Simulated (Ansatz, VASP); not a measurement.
# SrO: VASP beside Ansatz

```
Sr O
1.0
     3.56324    0.00000    0.00000
    -1.78162    3.08585    0.00000
     0.00000    0.00000    6.25510
Sr O
2 2
Direct
  0.00000 0.00000 0.00000
  0.00000 0.00000 0.50000
  0.33333 0.66667 0.25000
  0.66667 0.33333 0.75000
```

Alike in both runs: task single point; functional PBE; k mesh 12 × 12 × 4; non-collinear spin, spin-orbit coupling.

```csv
,VASP,Ansatz
version,VASP 6.6.1,Ansatz 0.2.0
potentials or method,"VASP PAW PBE potentials, release 64 (Sr_sv, O)","plane waves, PAW"
plane-wave cutoff (eV),520,420
occupations,"gaussian, width 0.01 eV",fixed
valence electrons in the cell,32,32
```

```tsv
	VASP	Ansatz	Ansatz less VASP
pressure (GPa)	2.6	2.0	-0.60
traceless stress, the component that is largest in VASP (GPa)	0.43	0.31	-0.113
```
